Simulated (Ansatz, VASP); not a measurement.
**One calculation of YbH3, two programs**

Contents of INCAR:

```
SYSTEM = YbH3
ALGO = Normal
EDIFF = 1E-6
ENCUT = 520
GGA = PE
ISIF = 2
ISMEAR = -1
ISPIN = 2
LASPH = .True.
LCHARG = .False.
LMAXMIX = 6
LORBIT = 11
LREAL = .False.
LWAVE = .False.
MAGMOM = 0.25 0 0 0
NBANDS = 26
NELM = 150
PREC = Accurate
SIGMA = 0.05
```

The input KPOINTS:

```
k-points
0
Gamma
  9 9 9
  0 0 0
```

File POSCAR:

```
YbH3
1.0
    0.0000000000      2.6049710000      2.6049710000
    2.6049710000      0.0000000000      2.6049710000
    2.6049710000      2.6049710000      0.0000000000
Yb H
1 3
Direct
    0.0000000000      0.0000000000      0.0000000000
    0.5000000000      0.5000000000      0.5000000000
    0.2500000000      0.2500000000      0.2500000000
    0.7500000000      0.7500000000      0.7500000000
```

File input.yaml:

```yaml
crystal:
  lattice:
    - [0.0, 2.604971, 2.604971]
    - [2.604971, 0.0, 2.604971]
    - [2.604971, 2.604971, 0.0]
  atoms:
    - { symbol: Yb, position: [0.0, 0.0, 0.0], spin: 0.25 }
    - { symbol: H, position: [0.5, 0.5, 0.5] }
    - { symbol: H, position: [0.25, 0.25, 0.25] }
    - { symbol: H, position: [0.75, 0.75, 0.75] }
hamiltonian:
  xc: pbe
  pseudopotentials: { kind: paw }
magnetization:
  spin_polarized: true
kpoints:
  mp_grid: { grid: [9, 9, 9] }
scf:
  occupations: { method: fermi_dirac, width: 0.05 }
output:
  forces: true
  stress: true
  eigenvalues: true
```

Alike in both runs: task single point; functional PBE; k mesh 9 × 9 × 9; occupations fermi-dirac, width 0.05 eV; collinear spin.

```csv
,VASP,Ansatz
version,VASP 6.6.1,Ansatz 0.2.0
potentials or method,"VASP PAW PBE potentials, release 64 (Yb, H)",Ansatz PAW
plane-wave cutoff (eV),520,420
valence electrons in the cell,27,27
```

```tsv
	VASP	Ansatz	Ansatz less VASP
gap on the k mesh at the Fermi level (eV)	none	none	-
pressure (GPa)	-5.6	-5.4	+0.22
net moment per atom (μB)	0.04	0.04	-0.001
size of the moment on the site where the two differ most (μB)	0.16	0.16	-0.004
```

Site moments also hang on the region over which each program counts them. A gap of «none» marks a metal or a gap that the smearing closes.

Neither program's run includes spin-orbit coupling.
